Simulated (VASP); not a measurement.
A run of VASP 6.6.1:

INCAR

```
PREC = Accurate
ENCUT = 520
EDIFF = 1E-7
ISMEAR = -1
SIGMA = 0.15
LREAL = F
LASPH = T
NELM = 150
ALGO = Fast
ISIF = 2
LWAVE = F
LCHARG = F
LNONCOLLINEAR = T
MAGMOM = 0 0 0.5
LORBIT = 11
LSORBIT = T
GGA_COMPAT = F
LORBMOM = T
GGA = PS
NBANDS = 14
```

KPOINTS

```
Automatic mesh
0
Gamma
  8 8 8
```

The input POSCAR:

```
Al
1.0
    0.0000000000      2.0248050000      2.0248050000
    2.0248050000      0.0000000000      2.0248050000
    2.0248050000      2.0248050000      0.0000000000
Al
1
Direct
    0.0000000000      0.0000000000      0.0000000000
```

Potentials or basis: VASP PAW PBE potentials, release 64 (Al).

Command:

```console
$ cat potpaw_PBE.64/Al/POTCAR > POTCAR
$ mpirun -np 1 vasp_ncl > vasp.out
```

Hardware: 1 thread of Intel(R) Xeon(R) Platinum 8375C CPU @ 2.90GHz (Ice Lake), on a shared host.

How long does it take, and how much memory?

It took 48 s on 1 thread of Intel(R) Xeon(R) Platinum 8375C CPU @ 2.90GHz (Ice Lake), with other jobs on the host, peak memory 0.19 GiB. Counts: scf iterations 15, k points 78.
